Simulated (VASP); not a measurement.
# C in VASP: single point with PBE

Aim: the single point of C with PBE.

All numbers are computed with VASP 6.6.1; they aren't measurements. Logs are shortened: lines on timing, memory, paths and dates and some standing lists are left out, and cuts for length are marked.

### Step 1. The cell of the first run

The typed cell holds 10 atoms: a = 2.519 Å, b = 2.519 Å, c = 10.367 Å, α = 90.00°, β = 90.00°, γ = 60.00°.

### Step 2. Single point, PBE

Input file INCAR:

```
SYSTEM = C
PREC = Accurate
ENCUT = 520
EDIFF = 1E-7
ISMEAR = 0
SIGMA = 0.05
LREAL = .FALSE.
LASPH = .TRUE.
NELM = 60
ALGO = Normal
ISIF = 2
LWAVE = .FALSE.
LCHARG = .FALSE.
GGA = PE
NBANDS = 31
```

Input file KPOINTS:

```
regular mesh
0
G
  10 10 3
  0 0 0
```

Input file POSCAR:

```
C
1.0
   -2.5194924611      0.0000000000      0.0000000000
   -1.2597462306     -2.1819444760      0.0000000000
    0.0001259746      0.0000727315     10.3668212017
C
10
Direct
   -0.2665375275     -0.2665375275      0.8741755410
    0.7334575075      0.7334575075      0.7252244590
    0.0667708582      0.0667708582      0.1257456505
    0.7334491218      0.7334491218      0.4736543495
    0.0667758266      0.0667758266      0.2747993967
    0.7334441534      0.7334441534      0.3246006033
    0.0667974759      0.0667974759      0.9242768224
    0.4001225041      0.4001225041      0.6751231776
    0.4001025220      0.4001025220      0.0756592868
    0.4001174580      0.4001174580      0.5237407132
```

Potentials or basis: VASP PAW PBE potentials, release 64 (C).

Command:

```console
$ cat potpaw_PBE.64/C/POTCAR > POTCAR
$ mpirun -np 1 vasp_std > vasp.out
```

OUTCAR:

```text
SYSTEM = C
   PREC = Accurate
   ENCUT = 520
   EDIFF = 1E-7
   ISMEAR = 0
   LREAL = .FALSE.
   LASPH = .TRUE.
   NELM = 60
   ISIF = 2
   GGA = PE

 ion  position               nearest neighbor table
   1  0.733  0.733  0.874-   2 1.54   7 1.54   7 1.54   7 1.54
   2  0.733  0.733  0.725-   1 1.54   8 1.54   8 1.54   8 1.54
   3  0.067  0.067  0.126-   9 1.54   9 1.54   9 1.54   5 1.55
   4  0.733  0.733  0.474-  10 1.54  10 1.54  10 1.54   6 1.55
   5  0.067  0.067  0.275-   6 1.54   6 1.54   6 1.54   3 1.55
   6  0.733  0.733  0.325-   5 1.54   5 1.54   5 1.54   4 1.55
   7  0.067  0.067  0.924-   1 1.54   1 1.54   1 1.54
   8  0.400  0.400  0.675-   2 1.54   2 1.54   2 1.54  10 1.57
   9  0.400  0.400  0.076-   3 1.54   3 1.54   3 1.54
  10  0.400  0.400  0.524-   4 1.54   4 1.54   4 1.54   8 1.57

  LATTYP: Found a simple monoclinic cell.
 ALAT       =     2.5194924611
 B/A-ratio  =     4.1146466452
 C/A-ratio  =     1.7320508076
 COS(beta)  =    -0.8660254038

  Lattice vectors:

 A1 = (  -1.2597462305,   2.1819444760,   0.0000000000)
 A2 = (   0.0001259746,   0.0000727315,  10.3668212017)
 A3 = (   3.7792386916,  -2.1819444760,   0.0000000000)

Analysis of symmetry for initial positions (statically):
=====================================================================
 Subroutine PRICEL returns:
 Original cell was already a primitive cell.

 Routine SETGRP: Setting up the symmetry group for a
 simple monoclinic supercell.

 Subroutine GETGRP returns: Found  1 space group operations
 (whereof  1 operations were pure point group operations)
 out of a pool of  4 trial point group operations.

The static configuration has the point symmetry C_1 .

Analysis of symmetry for dynamics (positions and initial velocities):
=====================================================================
 Subroutine PRICEL returns:
 Original cell was already a primitive cell.

 Routine SETGRP: Setting up the symmetry group for a
 simple monoclinic supercell.

 Subroutine GETGRP returns: Found  1 space group operations
 (whereof  1 operations were pure point group operations)
 out of a pool of  4 trial point group operations.

The dynamic configuration has the point symmetry C_1 .

 Subroutine INISYM returns: Found  1 space group operations
 (whereof  1 operations are pure point group operations),
 and found     1 'primitive' translations

----------------------------------------------------------------------------------------

                                     Primitive cell

  volume of cell :      56.9905

  direct lattice vectors                    reciprocal lattice vectors
    -2.519492461  0.000000000  0.000000000    -0.396905335  0.229153402  0.000003215
    -1.259746231 -2.181944476  0.000000000     0.000000000 -0.458306804  0.000003215
     0.000125975  0.000072731 10.366821202     0.000000000  0.000000000  0.096461585

  length of vectors
     2.519492461  2.519492461 10.366821203     0.458306804  0.458306804  0.096461585

  position of ions in fractional coordinates (direct lattice)
     0.733462473  0.733462473  0.874175541
     0.733457507  0.733457507  0.725224459
     0.066770858  0.066770858  0.125745651
     0.733449122  0.733449122  0.473654350
     0.066775827  0.066775827  0.274799397
     0.733444153  0.733444153  0.324600603
     0.066797476  0.066797476  0.924276822
     0.400122504  0.400122504  0.675123178
     0.400102522  0.400102522  0.075659287
     0.400117458  0.400117458  0.523740713

  ion indices of the primitive-cell ions
   primitive index   ion index
                 1           1
                 2           2
                 3           3
                 4           4
                 5           5
                 6           6
                 7           7
                 8           8
                 9           9
                10          10

----------------------------------------------------------------------------------------

 KPOINTS: regular mesh

Automatic generation of k-mesh.
 Grid dimensions read from file:
 generate k-points for:   10   10    3

 Generating k-lattice:

  Cartesian coordinates                     Fractional coordinates (reciprocal lattice)
    -0.039690534  0.022915340  0.000000322     0.100000000 -0.000000000  0.000000000
     0.000000000 -0.045830680  0.000000322     0.000000000  0.100000000  0.000000000
     0.000000000  0.000000000  0.032153862     0.000000000  0.000000000  0.333333333

  Length of vectors
     0.045830680  0.045830680  0.032153862

  Shift w.r.t. Gamma in fractional coordinates (k-lattice)
     0.000000000  0.000000000  0.000000000

 Subroutine IBZKPT returns following result:
 ===========================================

 Found    152 irreducible k-points:

 Following reciprocal coordinates:
            Coordinates               Weight
  0.000000  0.000000  0.000000      1.000000
  0.100000  0.000000  0.000000      2.000000
  0.100000  0.100000  0.000000      2.000000
  0.000000  0.100000  0.000000      2.000000
  0.200000  0.000000  0.000000      2.000000
  0.200000  0.200000  0.000000      2.000000
[... 16 lines left out ...]
  0.200000 -0.100000  0.000000      2.000000
 -0.100000 -0.300000  0.000000      2.000000
 [... further k-points ...]
   k-points           NKPTS =    152   k-points in BZ     NKDIM =    152   number of bands    NBANDS=     31
   number of dos      NEDOS =    301   number of ions     NIONS =     10
   total plane-waves  NPLWV =  32000
   dimension x,y,z NGX =    20 NGY =   20 NGZ =   80
   dimension x,y,z NGXF=    40 NGYF=   40 NGZF=  160
   ions per type =              10
   NGX,Y,Z   is equivalent  to a cutoff of  13.20, 13.20, 12.83 a.u.
   NGXF,Y,Z  is equivalent  to a cutoff of  26.39, 26.39, 25.66 a.u.
 SYSTEM =  C
   PREC   = accura    normal or accurate (medium, high low for compatibility)
   ISTART =      0    job   : 0-new  1-cont  2-samecut
   ICHARG =      2    charge: 1-file 2-atom 10-const
   ISPIN  =      1    spin polarized calculation?
   LNONCOLLINEAR =      F non collinear calculations
   LSORBIT =      F    spin-orbit coupling
   LASPH  =      T    aspherical Exc in radial PAW
   ENCUT  =  520.0 eV  38.22 Ry    6.18 a.u.   4.68  4.68 19.28*2*pi/ulx,y,z
   NELM   =     60;   NELMIN=  2; NELMDL= -5     # of ELM steps
   EDIFF  = 0.1E-06   stopping-criterion for ELM
   LREAL  =      F    real-space projection
   EDIFFG = 0.1E-05   stopping-criterion for IOM
   NSW    =      0    number of steps for IOM
   IBRION =     -1    ionic relax: 0-MD 1-quasi-New 2-CG
   NFREE  =      0    steps in history (QN), initial steepest desc. (CG)
   ISIF   =      2    stress and relaxation
   ISYM   =      2    0-nonsym 1-usesym 2-fastsym
   POTIM  = 0.5000    time-step for ionic-motion
   TEBEG  =    0.0;   TEEND  =   0.0 temperature during run
   PSTRESS=    0.0 pullay stress
   NELECT =      40.0000    total number of electrons
   NUPDOWN=      -1.0000    fix difference up-down
   EMIN   =  10.00;   EMAX   =-10.00  energy-range for DOS
   EFERMI =   0.00;   METHOD = LEGACY
   ISMEAR =     0;   SIGMA  =   0.05  broadening in eV -4-tet -1-fermi 0-gaus
   EFERMI_NEDOS =   21; number of points for ismear=-14 and -15
   IALGO  =     38    algorithm
   IMIX   =      4    mixing-type and parameters
     AMIX     =   0.40;   BMIX     =  1.00
     AMIX_MAG =   1.60;   BMIX_MAG =  1.00
  volume/ion in A,a.u.               =       5.70        38.46
  Fermi-wavevector in a.u.,A,eV,Ry     =   1.454881  2.749326 28.799149  2.116678
  Thomas-Fermi vector in A             =   2.571980
   LORBIT       =      0    0 simple, 1 ext, 2 COOP (PROOUT), +10 PAW based schemes
   GGA     = PE    functional components
   LHFCALC =     F    Hartree Fock is set to
   AEXX    =    0.0000 exact exchange contribution
   IVDW    =     0    specifies the selected vdW correction
   LEPSILON=     F    determine dielectric tensor
   LRPA    =     F    only Hartree local field effects (RPA)
 non-spin polarized calculation
 Gauss-broadening in eV      SIGMA  =   0.05
  energy-cutoff  :      520.00
  volume of cell :       56.99
 maximum number of plane-waves:      1556
   NGX =  9   NGY =  9   NGZ = 39

 number of electron      39.9999997 magnetization

 Free energy of the ion-electron system (eV)
  ---------------------------------------------------
  ext. energy  EPLUGINS =         0.00000000
  ---------------------------------------------------
  free energy    TOTEN  =       -86.23521166 eV

  energy without entropy =      -86.23366033  energy(sigma->0) =      -86.23443599

 E-fermi :   9.9781     XC(G=0): -13.2819

 val. band max:        9.9702835516   @ k =   0.2000   0.1000   0.0000
 cond. band min:       9.9971380272   @ k =  -0.4000   0.3000   0.3333
 fundamental gap:      0.0268544756
 Fermi energy:         9.9780860284

 k-point     1 :       0.0000    0.0000    0.0000
  band No.  band energies     occupation
      1     -11.7588      2.00000
      2     -10.7159      2.00000
      3     -10.5770      2.00000
      4      -7.6209      2.00000
      5      -7.4510      2.00000
      6      -1.7857      2.00000
[... 23 lines left out ...]
     30      17.7799      0.00000
     31      17.7799      0.00000

 k-point     2 :       0.1000    0.0000    0.0000
  band No.  band energies     occupation
      1     -11.5119      2.00000
      2     -10.4717      2.00000
      3     -10.3324      2.00000
      4      -7.3893      2.00000
      5      -7.2183      2.00000
      6      -1.5824      2.00000
[... 23 lines left out ...]
     30      18.2948      0.00000
     31      18.4576      0.00000

 k-point     3 :       0.1000    0.1000    0.0000
  band No.  band energies     occupation
      1     -11.5119      2.00000
      2     -10.4717      2.00000
      3     -10.3324      2.00000
      4      -7.3893      2.00000
      5      -7.2183      2.00000
      6      -1.5824      2.00000
[... 23 lines left out ...]
     30      18.2948      0.00000
     31      18.4576      0.00000

 k-point     4 :       0.0000    0.1000    0.0000
  band No.  band energies     occupation
      1     -11.5119      2.00000
      2     -10.4717      2.00000
      3     -10.3324      2.00000
      4      -7.3893      2.00000
      5      -7.2183      2.00000
      6      -1.5824      2.00000
[... 23 lines left out ...]
     30      18.2948      0.00000
     31      18.4576      0.00000

 k-point     5 :       0.2000    0.0000    0.0000
  band No.  band energies     occupation
      1     -10.7750      2.00000
      2      -9.7432      2.00000
      3      -9.6027      2.00000
      4      -6.7008      2.00000
      5      -6.5257      2.00000
      6      -1.0121      2.00000
[... 23 lines left out ...]
     30      19.7012      0.00000
     31      19.7176      0.00000
[... 542 lines left out ...]
     30      19.8512      0.00000
     31      20.1490      0.00000

 k-point    22 :      -0.1000    0.2000    0.0000
  band No.  band energies     occupation
      1     -10.0449      2.00000
      2      -9.0223      2.00000
      3      -8.8807      2.00000
      4      -6.0241      2.00000
      5      -5.8440      2.00000
      6      -0.5528      2.00000
[... 23 lines left out ...]
     30      19.8512      0.00000
     31      20.1491      0.00000

 k-point    23 :       0.2000   -0.1000    0.0000
  band No.  band energies     occupation
      1     -10.0449      2.00000
      2      -9.0223      2.00000
      3      -8.8807      2.00000
      4      -6.0241      2.00000
      5      -5.8440      2.00000
      6      -0.5528      2.00000
[... 23 lines left out ...]
     30      19.8512      0.00000
     31      20.1491      0.00000

 k-point    24 :      -0.1000   -0.3000    0.0000
  band No.  band energies     occupation
      1     -10.0449      2.00000
      2      -9.0223      2.00000
      3      -8.8807      2.00000
      4      -6.0241      2.00000
      5      -5.8440      2.00000
      6      -0.5528      2.00000
[... 23 lines left out ...]
     30      19.8511      0.00000
     31      20.1490      0.00000

 [... further k-points ...]

------------------------ aborting loop because EDIFF is reached ----------------------------------------

  FORCE on cell =-STRESS in cart. coord.  units (eV):
  Direction    XX          YY          ZZ          XY          YZ          ZX
  --------------------------------------------------------------------------------------
  -------------------------------------------------------------------------------------
  Total       -1.8849449     -1.8836815      9.3255122     -0.0010939      0.0013147      0.0022774
  in kB      -52.9915822    -52.9560637    262.1687428     -0.0307518      0.0369610      0.0640245
  external PRESSURE =      52.0736990 kB  Pullay stress =       0.0000000 kB

 VOLUME and BASIS-vectors are now :
 -----------------------------------------------------------------------------
  energy-cutoff  :      520.00
  volume of cell :       56.99
      direct lattice vectors                 reciprocal lattice vectors
    -2.519492461  0.000000000  0.000000000    -0.396905335  0.229153402  0.000003215
    -1.259746231 -2.181944476  0.000000000     0.000000000 -0.458306804  0.000003215
     0.000125975  0.000072731 10.366821202     0.000000000  0.000000000  0.096461585

 POSITION                                       TOTAL-FORCE (eV/Angst)
 -----------------------------------------------------------------------------------
     -2.77182     -1.60031      9.06242         0.000274      0.000158      0.485839
     -2.77182     -1.60031      7.51827         0.000007      0.000004     -0.479464
     -0.25233     -0.14568      1.30358         0.000220      0.000127      0.387765
     -2.77182     -1.60031      4.91029         0.000018      0.000010      0.128479
     -0.25233     -0.14568      2.84880         0.000241      0.000139      0.732226
     -2.77182     -1.60031      3.36508        -0.000027     -0.000016     -0.173364
     -0.25233     -0.14568      9.58181        -0.001505     -0.000869     -4.259778
     -1.51207     -0.87300      6.99888         0.000019      0.000011      0.081065
     -1.51207     -0.87300      0.78435         0.000767      0.000443      3.230956
     -1.51207     -0.87300      5.42953        -0.000014     -0.000008     -0.133725
 -----------------------------------------------------------------------------------
    total drift:                                0.000001      0.000001     -0.000145

  FREE ENERGIE OF THE ION-ELECTRON SYSTEM (eV)
  ---------------------------------------------------
  free  energy   TOTEN  =       -86.2352116589 eV

  energy  without entropy=      -86.2336603272  energy(sigma->0) =      -86.23443599
```

Wall time 2.6 min (1 thread of Intel Xeon 6975P-C (Granite Rapids), shared host); peak memory 0.27 GiB.

Results:

```
Free energy            : -86.2352 eV
Pressure               : 5.2 GPa
Largest force          : 4.260 eV/Å
Band gap on the k mesh : zero (bands 20 and 21 overlap by 0.45 eV)
```

Forces on the atoms (eV/Å):
```
C    0.000  0.000  0.486
C    0.000  0.000 -0.479
C    0.000  0.000  0.388
C    0.000  0.000  0.128
C    0.000  0.000  0.732
C    0.000  0.000 -0.173
C   -0.002 -0.001 -4.260
C    0.000  0.000  0.081
C    0.001  0.000  3.231
C    0.000  0.000 -0.134
```

Stress tensor (GPa, compression positive):
```
-5.30  0.00  0.01
 0.00 -5.30  0.00
 0.01  0.00 26.22
```

Caveat: the cell stands under pressure; forces of over 1 eV/Å act on the atoms, so gaps and moduli don't describe the material at rest.
